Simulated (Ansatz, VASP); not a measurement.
**One calculation of Os, two programs**

INCAR

```
SYSTEM = Os
ALGO = Normal ; EDIFF = 1E-6
ENCUT = 560 ; GGA = PE
GGA_COMPAT = .False. ; ISIF = 2
ISMEAR = -1 ; LASPH = .True.
LCHARG = .False. ; LREAL = .False.
LWAVE = .False. ; NBANDS = 23
NELM = 120 ; PREC = Accurate
SIGMA = 0.1
```

Contents of KPOINTS:

```
k-points
0
Gamma
  11 11 11
  0 0 0
```

Contents of POSCAR:

```
Os
1.0
    0.0000000000      2.8148207577      2.8148207577
    2.8148207577      0.0000000000      2.8148207577
    2.8148207577      2.8148207577      0.0000000000
Os
2
Direct
    0.1250000000      0.1250000000      0.1250000000
    0.8750000000      0.8750000000      0.8750000000
```

Input for Ansatz:

```yaml
crystal:
  lattice:
    - [0.0, 2.8148207577, 2.8148207577]
    - [2.8148207577, 0.0, 2.8148207577]
    - [2.8148207577, 2.8148207577, 0.0]
  atoms:
    - { symbol: Os, position: [0.125, 0.125, 0.125] }
    - { symbol: Os, position: [0.875, 0.875, 0.875] }
hamiltonian:
  xc: pbe
  pseudopotentials:
    kind: paw
    azcp:
      Os: "pseudopotentials/Os.paw.azcp"
basis:
  ecutwfc: 420
  fft_grid_basis: typed
kpoints:
  mp_grid: { grid: [11, 11, 11], shift: [0, 0, 0] }
magnetization:
  spin_polarized: false
scf:
  occupations: { method: fermi_dirac, width: 0.1 }
  lower_state_search: "off"
output:
  stress: true
  write_density: true
  write_potential: true
  elf: true
  volumetric_format: npy
```

Alike in both runs: task single point; functional PBE; k mesh 11 × 11 × 11; occupations fermi-dirac, width 0.1 eV; no spin polarisation.

|  | VASP | Ansatz |
| --- | --- | --- |
| version | VASP 6.6.1 | Ansatz 0.2.0 |
| potentials or method | VASP PAW PBE potentials, release 64 (Os_sv_GW), cutoff 560 eV | plane waves (420 eV) with PAW, scalar-relativistic |
| valence electrons in the cell | 32 | 32 |

|  | VASP | Ansatz | Ansatz less VASP |
| --- | --- | --- | --- |
| pressure (GPa) | -8.1 | -7.3 | +0.81 |

Neither program's run includes spin-orbit coupling.
